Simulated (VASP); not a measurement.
SnSe: electric field gradients with PBE

The system is SnSe.

```
Sn Se
1.0
     0.00000    3.01000    3.01000
     3.01000    0.00000    3.01000
     3.01000    3.01000    0.00000
Sn Se
1 1
Direct
  0.01329 0.01329 0.98671
  0.50000 0.50000 0.50000
```

This cell differs from its parent crystal: atom 1 (Sn) moved by [0.0, 0.0, 0.08] A.

* Program: VASP 6.6.1
* Task: electric field gradients
* Functional: PBE
* Potentials or basis: VASP PAW PBE potentials, release 64 (Sn_d, Se)
* Cutoff: 520 eV
* k mesh: 9 × 9 × 9
* Occupations: fermi-dirac, width 0.02 eV
* Spin: no spin polarisation
* Dipole correction: no
* Further INCAR settings: ALGO = Normal; EDIFF = 1e-08; NBANDS = 17

| Property | Result |
| --- | --- |
| Pressure | 1.1 GPa |
| Largest force | 0.014 eV/Å |
| Band gap on the k mesh | 0.63 eV, direct |

Forces on the atoms (eV/Å):
```
Sn   0.000  0.000 -0.014
Se   0.000  0.000  0.014
```

Stress tensor (GPa, compression positive):
```
1.07 0.00 0.00
0.00 1.07 0.00
0.00 0.00 1.25
```

Levels at points of the mesh, in eV from the valence-band top:
```tsv
k point	band 6	band 7	band 8	band 9	band 10	band 11	band 12	band 13	band 14	band 15
(0.00, 0.00, 0.00)	-13.80	-4.99	-2.13	-2.11	-2.11	4.33	4.33	4.40	5.94	5.99
```

Electric field gradients, principal values (V/Å²):
```tsv
atom	least	middle	greatest (by size)
1 Sn	2.708	2.710	-5.418
2 Se	-0.685	-0.685	1.371
```

It took 23 s on 1 thread of Intel(R) Xeon(R) 6975P-C (Granite Rapids), on a shared host, peak memory 0.21 GiB.

Caveat: the cell differs from its parent crystal (atom 1 (Sn) moved by [0.0, 0.0, 0.08] A); without QUAD_EFG the Cq values of the log hold for a quadrupole moment of 1 mb, not for the nuclei; spin-orbit coupling is left out, which moves the levels of the heavy elements. A k mesh can miss the band edges.
